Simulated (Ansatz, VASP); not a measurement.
# Sn in VASP and in Ansatz

```
Sn
1.0
     0.00000    3.23334    3.23334
     3.23334    0.00000    3.23334
     3.23334    3.23334    0.00000
Sn
2
Direct
  0.00000 0.00000 0.00000
  0.25000 0.25000 0.25000
```

Alike in both runs: task single point; functional PBE; k mesh 12 × 12 × 12; occupations gaussian, width 0.1 eV; no spin polarisation.

|  | VASP | Ansatz |
| --- | --- | --- |
| version | VASP 6.6.1 | Ansatz 0.2.0 |
| potentials or method | VASP PAW PBE potentials, release 64 (Sn_d), cutoff 520 eV | scalar-relativistic, plane waves, PAW |
| valence electrons in the cell | 28 | 28 |

|  | VASP | Ansatz | Ansatz less VASP |
| --- | --- | --- | --- |
| gap on the k mesh at the Fermi level (eV) | none | none | - |
| pressure (GPa) | 3.7 | 3.8 | +0.06 |

A gap of «none» marks a metal or a gap that the smearing closes. With one functional, cell and mesh, what is left measures potentials, basis and numerics.
